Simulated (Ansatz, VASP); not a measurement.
**One calculation of TiO2, two programs**

```
Ti O
1.0
     1.60935    0.92916    4.19030
    -1.60935    0.92916    4.19030
     0.00000   -1.85832    4.19030
Ti O
1 2
Direct
  0.00000 0.00000 0.00000
  0.60176 0.60176 0.60176
  0.39824 0.39824 0.39824
```

Alike in both runs: task single point; functional PBE; dispersion D3(BJ); k mesh 9 × 9 × 9; occupations gaussian, width 0.05 eV; no spin polarisation; Hubbard terms Ti d U = 4.0 eV.

|  | VASP | Ansatz |
| --- | --- | --- |
| version | VASP 6.6.1 | Ansatz 0.2.0 |
| potentials or method | VASP PAW PBE potentials, release 64 (Ti_sv, O_h), cutoff 1340 eV | scalar-relativistic, plane waves, PAW |
| valence electrons in the cell | 24 | 24 |

```tsv
	VASP	Ansatz	Ansatz less VASP
gap on the k mesh at the Fermi level (eV)	2.15	2.20	+0.042
least direct gap on the mesh (eV)	2.47	2.44	-0.035
pressure (GPa)	-7.3	-9.9	-2.60
traceless stress, the component that is largest in VASP (GPa)	21.40	22.28	+0.879
rms of the force components (eV/Å)	0.287	0.148	-0.1387
```

The programs project onto different local orbitals, so the same U acts differently, and such runs can settle in different states. Atom by atom the forces differ by 0.139 eV/Å (rms over components).
